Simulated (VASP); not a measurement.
Runs of VASP 6.6.1 on In. The structure is that of space group Im-3m (No. 229), or close to it. The cells are those of the table. 

```csv
task,cell,cutoff (eV),gap on the mesh (eV),pressure (GPa)
single point,"a = 2.643 Å, angles 109.5°, 1 atom",520,none,(b)
single point,"a = 2.377 Å, angles 109.5°, 1 atom",520,none,(a)
single point,"a = 2.794 Å, angles 109.5°, 1 atom",520,none,56.9
single point,"a = 3.226 Å, angles 109.5°, 1 atom",520,none,0.0
single point,"a = 3.056 Å, angles 109.5°, 1 atom",520,none,10.8
single point,"a = 2.931 Å, angles 109.5°, 1 atom",520,none,26.3
single point,"a = 2.472 Å, angles 109.5°, 1 atom",520,none,268.1
single point,"a = 3.171 Å, angles 109.5°, 1 atom",520,none,2.6
relaxation of cell and atoms,"relaxed from a = 3.215 Å, angles 109.5°, 1 atom",600,none,0.0
```

Alike in all rows: level PBEsol; potentials or basis VASP PAW PBE potentials, release 64 (In_d); no spin polarisation; k mesh 16 × 16 × 16; smearing fermi-dirac 0.1 eV.

Problem. Estimate the missing entries.

Solution. (a) 414.0; (b) 121.0.

Caveats: the PAW data sets were made with another functional, which shifts forces and pressure a little; spin-orbit coupling is left out, which moves the levels of the heavy elements.

A k mesh can miss the band edges, and the runs leave out spin-orbit coupling on In.

A gap of «none» marks levels without a gap at the run's occupations.
